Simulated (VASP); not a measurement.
Set up this calculation in VASP 6.6.1, as the native input.

```yaml
Task: single point
Functional: PBE
Potentials_or_basis: VASP PAW PBE potentials, release 64 (Si, Cu)
Cutoff: 520 eV
k_mesh: 2 × 2 × 2
Occupations: fermi-dirac, width 0.02 eV
Spin: collinear spin, zero start
Starting_moments: "[0.0, 0.0, 0.0, 0.0, 0.0, 0.0, 0.0, 0.0, 0.0, 0.0, 0.0, 0.0, 0.0, 0.0, 0.0, 0.0, 0.0] μB"
Dipole_correction: no
Further_INCAR_settings: LREAL = Auto; ALGO = Normal; EDIFF = 1e-07; NBANDS = 56
```

The structure of CuSi16 (a cell with a defect) lies in POSCAR:

```
CuSi16
1.0
    0.0000000000      5.4300000000      5.4300000000
    5.4300000000      0.0000000000      5.4300000000
    5.4300000000      5.4300000000      0.0000000000
Si Cu
16 1
Direct
   -0.0138360037     -0.0127825967      0.0367203499
    0.1260821363      0.1270246777      0.1314900552
    0.0061823204      0.0071988950      0.5044381215
    0.1111325967      0.1121766114      0.6620057090
    0.0038778085      0.5000382136     -0.0067825967
    0.1260493554      0.6127191529      0.1313970534
    0.0061428177      0.4796965930      0.5043660221
    0.1345777164      0.6211941068      0.6204550645
    0.4990799263      0.0048753223     -0.0068200737
    0.6116780847      0.1270217311      0.1314357274
    0.4786387661      0.0071698895      0.5043855433
    0.6201871087      0.1355662983      0.6204486188
    0.4990922652      0.5000491713     -0.0067596685
    0.6307819521      0.6317944751      0.1029009208
    0.5066495396      0.5076222836      0.4753836096
    0.6201360958      0.6211661142      0.6204377532
    0.8337396869      0.8347396869      0.4942262431
```

These files were run (other wordings do the same):

INCAR

```
ALGO = Normal
EDIFF = 1E-7
ENCUT = 520
GGA = PE
ISIF = 2
ISMEAR = -1
ISPIN = 2
LASPH = T
LCHARG = F
LMAXMIX = 4
LORBIT = 11
LREAL = Auto
LWAVE = F
MAGMOM = 0 0 0 0 0 0 0 0 0 0 0 0 0 0 0 0 0
NBANDS = 56
NELM = 150
PREC = Accurate
SIGMA = 0.02
```

KPOINTS

```
k-points
0
Gamma
  2 2 2
```

Potentials or basis: VASP PAW PBE potentials, release 64 (Si, Cu).

Launch:

```sh
$ cat potpaw_PBE.64/Si/POTCAR potpaw_PBE.64/Cu/POTCAR > POTCAR
$ mpirun -np 1 vasp_std > vasp.out
```

It gave:

```yaml
Pressure: 4.2 GPa
Largest_force: 0.027 eV/Å
Net_moment: 0.00 μB per cell
Valence_electrons_inside_the_program's_atomic_spheres: Si 1.69, 1.70, 1.68 (each value once); Cu 10.16
```

Caveat: the k points lie up to 0.50 Å⁻¹ apart.

Run time: 11 min on 1 thread of Intel(R) Xeon(R) 6975P-C (Granite Rapids), on a shared host, peak memory 0.72 GiB.
